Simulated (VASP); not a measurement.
# Bi (P6_3/mmc) in VASP: a series of runs

Bi is run at these levels: PBE; tasks: single point, relaxation of cell and atoms.

Program: VASP 6.6.1. These are calculated values, not measurements. Logs are shortened: lines on timing, memory, paths and dates and some standing lists are left out, and cuts for length are marked.

## 1. The cell of the first run

It takes space group P6_3/mmc (No. 194, hexagonal). Conventional cell: a = 3.495 Å, b = 3.495 Å, c = 6.012 Å, α = 90.00°, β = 90.00°, γ = 120.00°. Within 4.6 Å of Bi (site symmetry -6m2) lie 12 Bi at 3.50 to 3.62 Å.

This isn't the form of Bi at room conditions, which is rhombohedral.

## 2. Single point, PBE

The input, INCAR:

```
SYSTEM = Bi
ALGO = Normal ; EDIFF = 1E-6
ENCUT = 520 ; GGA = PE
ISIF = 2 ; ISMEAR = -1
LASPH = .TRUE. ; LCHARG = .FALSE.
LREAL = .FALSE. ; LWAVE = .FALSE.
NBANDS = 22 ; NELM = 60
PREC = Accurate ; SIGMA = 0.05
```

The input, KPOINTS:

```
k-points
0
G
  13 13 7
  0 0 0
```

The input, POSCAR:

```
Bi
1.0
    3.4954122621      0.0000000000      0.0000000000
   -1.7477061310      3.0271158157      0.0000000000
    0.0000000000      0.0000000000      6.0123925398
Bi
2
Direct
    0.3333333333      0.6666666667      0.2500000000
    0.6666666667      0.3333333333      0.7500000000
```

Potentials or basis: VASP PAW PBE potentials, release 64 (Bi_d).

Launch:

```bash
$ cat potpaw_PBE.64/Bi_d/POTCAR > POTCAR
$ mpirun -np 1 vasp_std > vasp.out
```

OUTCAR:

```text
SYSTEM = Bi
   EDIFF = 1E-6
   ENCUT = 520
   GGA = PE
   ISIF = 2
   ISMEAR = -1
   LASPH = .TRUE.
   LREAL = .FALSE.
   NELM = 60
   PREC = Accurate

 ion  position               nearest neighbor table
   1  0.333  0.667  0.250-   2 3.62   2 3.62   2 3.62   2 3.62   2 3.62   2 3.62
   2  0.667  0.333  0.750-   1 3.62   1 3.62   1 3.62   1 3.62   1 3.62   1 3.62

  LATTYP: Found a hexagonal cell.
 ALAT       =     3.4954122621
 C/A-ratio  =     1.7200810917

  Lattice vectors:

 A1 = (   3.4954122621,   0.0000000000,   0.0000000000)
 A2 = (  -1.7477061310,   3.0271158157,   0.0000000000)
 A3 = (   0.0000000000,   0.0000000000,   6.0123925398)

Analysis of symmetry for initial positions (statically):
=====================================================================
 Subroutine PRICEL returns:
 Original cell was already a primitive cell.

 Routine SETGRP: Setting up the symmetry group for a
 hexagonal supercell.

 Subroutine GETGRP returns: Found 24 space group operations
 (whereof 12 operations were pure point group operations)
 out of a pool of 24 trial point group operations.

The static configuration has the point symmetry D_3d.
 The point group associated with its full space group is D_6h.

Analysis of symmetry for dynamics (positions and initial velocities):
=====================================================================
 Subroutine PRICEL returns:
 Original cell was already a primitive cell.

 Routine SETGRP: Setting up the symmetry group for a
 hexagonal supercell.

 Subroutine GETGRP returns: Found 24 space group operations
 (whereof 12 operations were pure point group operations)
 out of a pool of 24 trial point group operations.

The dynamic configuration has the point symmetry D_3d.
 The point group associated with its full space group is D_6h.

 Subroutine INISYM returns: Found 24 space group operations
 (whereof 12 operations are pure point group operations),
 and found     1 'primitive' translations

----------------------------------------------------------------------------------------

                                     Primitive cell

  volume of cell :      63.6172

  direct lattice vectors                    reciprocal lattice vectors
     3.495412262  0.000000000  0.000000000     0.286089286  0.165173727  0.000000000
    -1.747706131  3.027115816  0.000000000     0.000000000  0.330347453  0.000000000
     0.000000000  0.000000000  6.012392540     0.000000000  0.000000000  0.166323139

  length of vectors
     3.495412262  3.495412262  6.012392540     0.330347453  0.330347453  0.166323139

  position of ions in fractional coordinates (direct lattice)
     0.333333333  0.666666667  0.250000000
     0.666666667  0.333333333  0.750000000

  ion indices of the primitive-cell ions
   primitive index   ion index
                 1           1
                 2           2

----------------------------------------------------------------------------------------

 KPOINTS: k-points

Automatic generation of k-mesh.
 Grid dimensions read from file:
 generate k-points for:   13   13    7

 Generating k-lattice:

  Cartesian coordinates                     Fractional coordinates (reciprocal lattice)
     0.022006868  0.012705671  0.000000000     0.076923077  0.000000000  0.000000000
     0.000000000  0.025411343  0.000000000     0.000000000  0.076923077  0.000000000
     0.000000000  0.000000000  0.023760448     0.000000000  0.000000000  0.142857143

  Length of vectors
     0.025411343  0.025411343  0.023760448

  Shift w.r.t. Gamma in fractional coordinates (k-lattice)
     0.000000000  0.000000000  0.000000000

 Subroutine IBZKPT returns following result:
 ===========================================

 Found     84 irreducible k-points:

 Following reciprocal coordinates:
            Coordinates               Weight
  0.000000  0.000000  0.000000      1.000000
  0.076923 -0.000000  0.000000      6.000000
  0.153846 -0.000000  0.000000      6.000000
  0.230769 -0.000000  0.000000      6.000000
  0.307692 -0.000000  0.000000      6.000000
  0.384615  0.000000  0.000000      6.000000
[... 16 lines left out ...]
  0.076923 -0.000000  0.142857     12.000000
  0.153846 -0.000000  0.142857     12.000000
 [... further k-points ...]
   k-points           NKPTS =     84   k-points in BZ     NKDIM =     84   number of bands    NBANDS=     22
   number of dos      NEDOS =    301   number of ions     NIONS =      2
   total plane-waves  NPLWV =  37632
   dimension x,y,z NGX =    28 NGY =   28 NGZ =   48
   dimension x,y,z NGXF=    56 NGYF=   56 NGZF=   96
   ions per type =               2
   NGX,Y,Z   is equivalent  to a cutoff of  13.32, 13.32, 13.27 a.u.
   NGXF,Y,Z  is equivalent  to a cutoff of  26.63, 26.63, 26.54 a.u.
 SYSTEM =  Bi
   PREC   = accura    normal or accurate (medium, high low for compatibility)
   ISTART =      0    job   : 0-new  1-cont  2-samecut
   ICHARG =      2    charge: 1-file 2-atom 10-const
   ISPIN  =      1    spin polarized calculation?
   LNONCOLLINEAR =      F non collinear calculations
   LSORBIT =      F    spin-orbit coupling
   LASPH  =      T    aspherical Exc in radial PAW
   ENCUT  =  520.0 eV  38.22 Ry    6.18 a.u.   6.50  6.50 11.18*2*pi/ulx,y,z
   NELM   =     60;   NELMIN=  2; NELMDL= -5     # of ELM steps
   EDIFF  = 0.1E-05   stopping-criterion for ELM
   LREAL  =      F    real-space projection
   EDIFFG = 0.1E-04   stopping-criterion for IOM
   NSW    =      0    number of steps for IOM
   IBRION =     -1    ionic relax: 0-MD 1-quasi-New 2-CG
   NFREE  =      0    steps in history (QN), initial steepest desc. (CG)
   ISIF   =      2    stress and relaxation
   ISYM   =      2    0-nonsym 1-usesym 2-fastsym
   POTIM  = 0.5000    time-step for ionic-motion
   TEBEG  =    0.0;   TEEND  =   0.0 temperature during run
   PSTRESS=    0.0 pullay stress
   NELECT =      30.0000    total number of electrons
   NUPDOWN=      -1.0000    fix difference up-down
   EMIN   =  10.00;   EMAX   =-10.00  energy-range for DOS
   EFERMI =   0.00;   METHOD = LEGACY
   ISMEAR =    -1;   SIGMA  =   0.05  broadening in eV -4-tet -1-fermi 0-gaus
   EFERMI_NEDOS =   21; number of points for ismear=-14 and -15
   IALGO  =     38    algorithm
   IMIX   =      4    mixing-type and parameters
     AMIX     =   0.40;   BMIX     =  1.00
     AMIX_MAG =   1.60;   BMIX_MAG =  1.00
  volume/ion in A,a.u.               =      31.81       214.66
  Fermi-wavevector in a.u.,A,eV,Ry     =   1.274257  2.407996 22.092197  1.623731
  Thomas-Fermi vector in A             =   2.407035
   LORBIT       =      0    0 simple, 1 ext, 2 COOP (PROOUT), +10 PAW based schemes
   GGA     = PE    functional components
   LHFCALC =     F    Hartree Fock is set to
   AEXX    =    0.0000 exact exchange contribution
   IVDW    =     0    specifies the selected vdW correction
   LEPSILON=     F    determine dielectric tensor
   LRPA    =     F    only Hartree local field effects (RPA)
 non-spin polarized calculation
  energy-cutoff  :      520.00
  volume of cell :       63.62
 maximum number of plane-waves:      1762
 NGX is ok and might be reduce to    28
   NGX = 13   NGY = 13   NGZ = 23

 number of electron      30.0000003 magnetization

 Free energy of the ion-electron system (eV)
  ---------------------------------------------------
  ext. energy  EPLUGINS =         0.00000000
  ---------------------------------------------------
  free energy    TOTEN  =        -7.49859006 eV

  energy without entropy =       -7.48958663  energy(sigma->0) =       -7.49408835

 E-fermi :   7.7581     XC(G=0): -10.1873

 val. band max:        7.7448386485   @ k =   0.1538   0.1538   0.4286
 cond. band min:       7.7794342084   @ k =   0.3077   0.3077   0.0000
 fundamental gap:      0.0345955599
 Fermi energy:         7.7580581785

 k-point     1 :       0.0000    0.0000    0.0000
  band No.  band energies     occupation
      1     -15.3673      2.00000
      2     -15.3488      2.00000
      3     -15.3430      2.00000
      4     -15.3430      2.00000
      5     -15.3366      2.00000
      6     -15.3366      2.00000
[... 14 lines left out ...]
     21      16.6294      0.00000
     22      18.4198      0.00000

 k-point     2 :       0.0769   -0.0000    0.0000
  band No.  band energies     occupation
      1     -15.3649      2.00000
      2     -15.3492      2.00000
      3     -15.3408      2.00000
      4     -15.3350      2.00000
      5     -15.3329      2.00000
      6     -15.3286      2.00000
[... 14 lines left out ...]
     21      16.4603      0.00000
     22      17.7238      0.00000

 k-point     3 :       0.1538   -0.0000    0.0000
  band No.  band energies     occupation
      1     -15.3693      2.00000
      2     -15.3433      2.00000
      3     -15.3397      2.00000
      4     -15.3141      2.00000
      5     -15.3126      2.00000
      6     -15.3064      2.00000
[... 14 lines left out ...]
     21      16.6311      0.00000
     22      17.2873      0.00000

 k-point     4 :       0.2308   -0.0000    0.0000
  band No.  band energies     occupation
      1     -15.3825      2.00000
      2     -15.3471      2.00000
      3     -15.3213      2.00000
      4     -15.3200      2.00000
      5     -15.3085      2.00000
      6     -15.2857      2.00000
[... 14 lines left out ...]
     21      16.4344      0.00000
     22      17.3398      0.00000

 k-point     5 :       0.3077   -0.0000    0.0000
  band No.  band energies     occupation
      1     -15.3967      2.00000
      2     -15.3538      2.00000
      3     -15.3360      2.00000
      4     -15.3164      2.00000
      5     -15.2991      2.00000
      6     -15.2757      2.00000
[... 417 lines left out ...]
 k-point    22 :       0.0000    0.0000    0.1429
  band No.  band energies     occupation
      1     -15.3662      2.00000
      2     -15.3495      2.00000
      3     -15.3444      2.00000
      4     -15.3444      2.00000
      5     -15.3378      2.00000
      6     -15.3378      2.00000
[... 14 lines left out ...]
     21      17.5428      0.00000
     22      17.7299      0.00000

 k-point    23 :       0.0769   -0.0000    0.1429
  band No.  band energies     occupation
      1     -15.3637      2.00000
      2     -15.3503      2.00000
      3     -15.3426      2.00000
      4     -15.3367      2.00000
      5     -15.3344      2.00000
      6     -15.3299      2.00000
[... 14 lines left out ...]
     21      17.3122      0.00000
     22      17.6124      0.00000

 k-point    24 :       0.1538   -0.0000    0.1429
  band No.  band energies     occupation
      1     -15.3681      2.00000
      2     -15.3471      2.00000
      3     -15.3402      2.00000
      4     -15.3183      2.00000
      5     -15.3163      2.00000
      6     -15.3077      2.00000
[... 14 lines left out ...]
     21      16.6043      0.00000
     22      17.9539      0.00000

 [... further k-points ...]

------------------------ aborting loop because EDIFF is reached ----------------------------------------

  FORCE on cell =-STRESS in cart. coord.  units (eV):
  Direction    XX          YY          ZZ          XY          YZ          ZX
  --------------------------------------------------------------------------------------
  -------------------------------------------------------------------------------------
  Total       -0.0257112     -0.0257112     -0.0297708     -0.0000000      0.0000000      0.0000000
  in kB       -0.6475271     -0.6475271     -0.7497668     -0.0000000      0.0000000      0.0000000
  external PRESSURE =      -0.6816070 kB  Pullay stress =       0.0000000 kB

 VOLUME and BASIS-vectors are now :
 -----------------------------------------------------------------------------
  energy-cutoff  :      520.00
  volume of cell :       63.62
      direct lattice vectors                 reciprocal lattice vectors
     3.495412262  0.000000000  0.000000000     0.286089286  0.165173727  0.000000000
    -1.747706131  3.027115816  0.000000000     0.000000000  0.330347453  0.000000000
     0.000000000  0.000000000  6.012392540     0.000000000  0.000000000  0.166323139

 POSITION                                       TOTAL-FORCE (eV/Angst)
 -----------------------------------------------------------------------------------
     -0.00000      2.01808      1.50310         0.000000     -0.000000      0.000000
      1.74771      1.00904      4.50929        -0.000000      0.000000      0.000000
 -----------------------------------------------------------------------------------
    total drift:                                0.000000     -0.000000      0.000000

  FREE ENERGIE OF THE ION-ELECTRON SYSTEM (eV)
  ---------------------------------------------------
  free  energy   TOTEN  =        -7.4985900629 eV

  energy  without entropy=       -7.4895866280  energy(sigma->0) =       -7.49408835
```

Run time: 2.5 min. Hardware: 1 thread of Intel Xeon 8259CL, shared host; peak memory 0.24 GiB.

What came out:

```yaml
Free_energy: -7.4986 eV
Pressure: -0.1 GPa
Band_gap_on_the_k_mesh: zero (bands 15 and 16 overlap by 6.53 eV)
```

Caveat: spin-orbit coupling is left out, which moves the levels of the heavy elements.

## 3. Relaxation of cell and atoms, PBE

The input, INCAR:

```
PREC = Accurate
ENCUT = 600
EDIFF = 1E-6
ISMEAR = -1
SIGMA = 0.05
LREAL = False
LASPH = True
NELM = 100
ALGO = Normal
ISIF = 3
LWAVE = False
LCHARG = False
GGA = PE
IBRION = 2
NSW = 45
EDIFFG = -0.005
```

The input, KPOINTS:

```
Automatic mesh
0
Gamma
  13 13 7
```

POSCAR is that of step 2.

Potentials or basis: VASP PAW PBE potentials, release 64 (Bi_d).

Launch:

```bash
$ cat potpaw_PBE.64/Bi_d/POTCAR > POTCAR
$ mpirun -np 1 vasp_std > vasp.out
```

It took 80 s on 1 thread of Intel Xeon 8259CL, shared host; peak memory 0.25 GiB.

The run converged. Its results:

```
Free energy             : -7.4987 eV
Pressure after relaxing : 0.0 GPa
Band gap on the k mesh  : zero (bands 15 and 16 overlap by 6.53 eV)
```

Final structure:
```yaml
crystal:
  lattice:
    - [3.49541, 0.00000, 0.00000]
    - [-1.74771, 3.02712, 0.00000]
    - [0.00000, 0.00000, 6.01239]
  atoms:
    - { symbol: Bi, position: [0.33333, 0.66667, 0.25000] }
    - { symbol: Bi, position: [0.66667, 0.33333, 0.75000] }
```

Levels at points of the mesh, in eV from the Fermi level:
```
           k point  band 12  band 13  band 14  band 15  band 16  band 17  band 18  band 19
(0.00, 0.00, 0.00)   -11.11    -5.25     3.75     3.75     4.09     5.07     5.07     7.44
```

Caveat: spin-orbit coupling is left out, which moves the levels of the heavy elements.

## 4. Relaxation of cell and atoms, PBE

This run uses another cell than the first one, of 32.00 Å³/atom.

The input, INCAR:

```
ALGO = Normal ; EDIFF = 1E-6
EDIFFG = -0.005 ; ENCUT = 600
GGA = PE ; IBRION = 2
ISIF = 3 ; ISMEAR = -1
LASPH = T ; LCHARG = F
LREAL = F ; LWAVE = F
NELM = 60 ; NSW = 60
PREC = Accurate ; SIGMA = 0.05
```

The input, KPOINTS:

```
k-points
0
Gamma
  13 13 7
```

The input, POSCAR:

```
Bi
1.0
    3.5730967501      0.0000000000      0.0000000000
   -1.7865483750      3.0943925557      0.0000000000
    0.0000000000      0.0000000000      5.7884167351
Bi
2
Direct
    0.3333333333      0.6666666667      0.2500000000
    0.6666666667      0.3333333333      0.7500000000
```

Launch:

```bash
$ cat potpaw_PBE.64/Bi_d/POTCAR > POTCAR
$ mpirun -np 1 vasp_std > vasp.out
```

It took 26 min on 1 thread of Intel Xeon 8259CL, shared host; peak memory 0.28 GiB.

The run converged. Its results:

```
Free energy                           : -7.4985 eV
Relaxed volume                        : 31.79 Å³/atom
Relaxed cell                          : a = 3.495 Å, b = 3.495 Å, c = 6.011 Å, α = 90.00°, β = 90.00°, γ = 120.00°
Space group after relaxing (to 0.1 Å) : P6_3/mmc (No. 194)
Energy gained by relaxing             : 4.4 meV/atom
Ionic steps                           : 25
Pressure after relaxing               : 0.0 GPa
Band gap on the k mesh                : zero (bands 15 and 16 overlap by 6.54 eV)
```

The path:
```tsv
step	energy change (eV)	largest force (eV/Å)	pressure (GPa)	volume (Å³)
1	0.0000	0.0000	-0.48	64.00
2	-0.0007	0.0000	0.25	63.12
3	-0.0009	0.0000	0.01	63.40
4	-0.0009	0.0000	0.01	63.39
5	-0.0009	0.0000	0.14	63.26
6	-0.0009	0.0000	0.03	63.38
7	-0.0010	0.0000	0.04	63.38
8	-0.0012	0.0000	0.05	63.38
9	-0.0021	0.0000	0.06	63.39
10	-0.0055	0.0000	0.08	63.40
11	-0.0078	0.0000	0.23	63.37
12	-0.0085	0.0000	0.16	63.39
13	-0.0086	0.0000	0.18	63.39
14	-0.0087	0.0000	0.08	63.50
15	-0.0087	0.0000	0.06	63.50
16	-0.0087	0.0000	0.10	63.47
17	-0.0087	0.0000	0.12	63.48
18	-0.0087	0.0000	0.12	63.49
19	-0.0087	0.0000	0.09	63.50
20	-0.0087	0.0000	0.12	63.50
21	-0.0087	0.0000	0.06	63.56
22	-0.0087	0.0000	-0.03	63.64
23	-0.0087	0.0000	-0.02	63.62
24	-0.0087	0.0000	-0.02	63.61
25	-0.0087	0.0000	0.01	63.58
```

Final structure:
```
Bi
1.0
     3.49484    0.00000    0.00000
    -1.74742    3.02662    0.00000
     0.00000    0.00000    6.01104
Bi
2
Direct
  0.33333 0.66667 0.25000
  0.66667 0.33333 0.75000
```

Levels at points of the mesh, in eV from the Fermi level:
```
           k point  band 11  band 12  band 13  band 14  band 15  band 16  band 17  band 18  band 19
(0.00, 0.00, 0.00)   -13.50   -11.11    -5.25     3.75     3.75     4.10     5.08     5.08     7.44
```

Caveat: spin-orbit coupling is left out, which moves the levels of the heavy elements.

## 5. Overview

```tsv
task	cell	cutoff (eV)	gap on the mesh (eV)	pressure (GPa)	relaxed volume (Å³/atom)
single point	a = 3.495, b = 3.495, c = 6.012 Å, angles 90.0, 90.0, 120.0°, 2 atoms	520	none	-0.1	-
relaxation of cell and atoms	relaxed from a = 3.495, b = 3.495, c = 6.012 Å, angles 90.0, 90.0, 120.0°, 2 atoms	600	none	0.0	31.81
relaxation of cell and atoms	relaxed from a = 3.573, b = 3.573, c = 5.788 Å, angles 90.0, 90.0, 120.0°, 2 atoms	600	none	0.0	31.79
```

Alike in all rows: level PBE; potentials or basis VASP PAW PBE potentials, release 64 (Bi_d); no spin polarisation; k mesh 13 × 13 × 7; smearing fermi-dirac 0.05 eV.

Caveats: spin-orbit coupling is left out, which moves the levels of the heavy elements.

Absolute energies hang on the potentials; compare differences alone.

The gap in the log of VASP goes by the Fermi energy; the results here count the filled bands.